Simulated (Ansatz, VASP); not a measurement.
This is a calculation of AlO2 for VASP 6.6.1.

INCAR

```
SYSTEM = AlO2
ALGO = Normal ; EDIFF = 1E-6
ENCUT = 520 ; GGA = PE
ISIF = 2 ; ISMEAR = -1
LASPH = .TRUE. ; LCHARG = .FALSE.
LREAL = .FALSE. ; LWAVE = .FALSE.
NBANDS = 24 ; NELM = 80
PREC = Accurate ; SIGMA = 0.05
```

The input KPOINTS:

```
k-points
0
G
  9 9 7
  0 0 0
```

The input POSCAR:

```
AlO2
1.0
    1.4980176647     -5.4386143938      0.0000000000
    1.4980176647      5.4386143938      0.0000000000
    0.0000000000      0.0000000000      3.6707624522
Al O
2 4
Direct
    0.6681330000      0.3318670000      0.7500000000
    0.3318670000      0.6681330000      0.2500000000
    0.0610720000      0.9389280000      0.7500000000
    0.9389280000      0.0610720000      0.2500000000
    0.2941840000      0.7058160000      0.7500000000
    0.7058160000      0.2941840000      0.2500000000
```

Potentials or basis: VASP PAW PBE potentials, release 64 (Al, O).

Command:

```console
$ cat potpaw_PBE.64/Al/POTCAR potpaw_PBE.64/O/POTCAR > POTCAR
$ mpirun -np 1 vasp_std > vasp.out
```

Set up the same calculation for Ansatz 0.2.0. Potentials there: Ansatz PAW.

As run (the cutoff follows the program's own potentials):

Contents of input.yaml:

```yaml
crystal:
  lattice:
    - [1.4980176647, -5.4386143938, 0.0]
    - [1.4980176647, 5.4386143938, 0.0]
    - [0.0, 0.0, 3.6707624522]
  atoms:
    - { symbol: Al, position: [0.668133, 0.331867, 0.75] }
    - { symbol: Al, position: [0.331867, 0.668133, 0.25] }
    - { symbol: O, position: [0.061072, 0.938928, 0.75] }
    - { symbol: O, position: [0.938928, 0.061072, 0.25] }
    - { symbol: O, position: [0.294184, 0.705816, 0.75] }
    - { symbol: O, position: [0.705816, 0.294184, 0.25] }
hamiltonian:
  xc: pbe
  pseudopotentials: { kind: paw }
kpoints:
  mp_grid: { grid: [9, 9, 7] }
scf:
  occupations: { method: fermi_dirac, width: 0.05 }
output:
  forces: true
  stress: true
  eigenvalues: true
```

Potentials or basis: Ansatz PAW.

Command:

```console
$ ansatz run input.yaml --threads 2 --pin off --max-ram 5120MiB --backend cpu --events-out ev --progress --plain --runs-dir out
```

Both were run:

|  | VASP | Ansatz | Ansatz less VASP |
| --- | --- | --- | --- |
| gap on the k mesh at the Fermi level (eV) | none | none | - |
| pressure (GPa) | -4.7 | -4.5 | +0.14 |
| traceless stress, the component that is largest in VASP (GPa) | 0.90 | 1.01 | +0.107 |
| rms of the force components (eV/Å) | 0.185 | 0.184 | -0.0015 |

Atom by atom the forces differ by 0.004 eV/Å (rms over components). A gap of «none» marks a metal or a gap that the smearing closes. With one functional, cell and mesh, what is left measures potentials, basis and numerics.
